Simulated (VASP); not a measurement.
Write the native input for VASP 6.6.1 that does the following.

- Task: single point
- Functional: PBE
- Potentials or basis: VASP PAW PBE potentials, release 64 (Mo_sv)
- Cutoff: 500 eV
- k mesh: 47 × 47 × 47
- Occupations: fermi-dirac, width 0.0612256 eV
- Spin: no spin polarisation
- Dipole correction: no
- Further INCAR settings: ALGO = Normal; EDIFF = 1e-06; NBANDS = 13

The structure of Mo lies in POSCAR:

```
Mo
1.0
    0.0000000000      2.0411419900      2.0411419900
    2.0411419900      0.0000000000      2.0411419900
    2.0411419900      2.0411419900      0.0000000000
Mo
1
Direct
    0.0000000000      0.0000000000      0.0000000000
```

This isn't the form of Mo at room conditions, which is bcc.

These files were run (other wordings do the same):

INCAR

```
ALGO = Normal ; EDIFF = 1E-6
ENCUT = 500 ; GGA = PE
GGA_COMPAT = False ; ISIF = 2
ISMEAR = -1 ; LASPH = True
LCHARG = False ; LREAL = False
LWAVE = False ; NBANDS = 13
NELM = 120 ; PREC = Accurate
SIGMA = 0.06122561905347299
```

KPOINTS

```
k-points
0
Gamma
  47 47 47
```

Potentials or basis: VASP PAW PBE potentials, release 64 (Mo_sv).

Command:

```sh
$ cat potpaw_PBE.64/Mo_sv/POTCAR > POTCAR
$ mpirun -np 1 vasp_std > vasp.out
```

Results of the run:

```
Pressure               : -12.1 GPa
Band gap on the k mesh : zero (bands 7 and 8 overlap by 4.29 eV)
```

Caveat: the cell stands under tension.

Wall time 3.1 min on 1 thread of Intel(R) Xeon(R) Platinum 8488C (Sapphire Rapids), with other jobs on the host, peak memory 0.58 GiB.
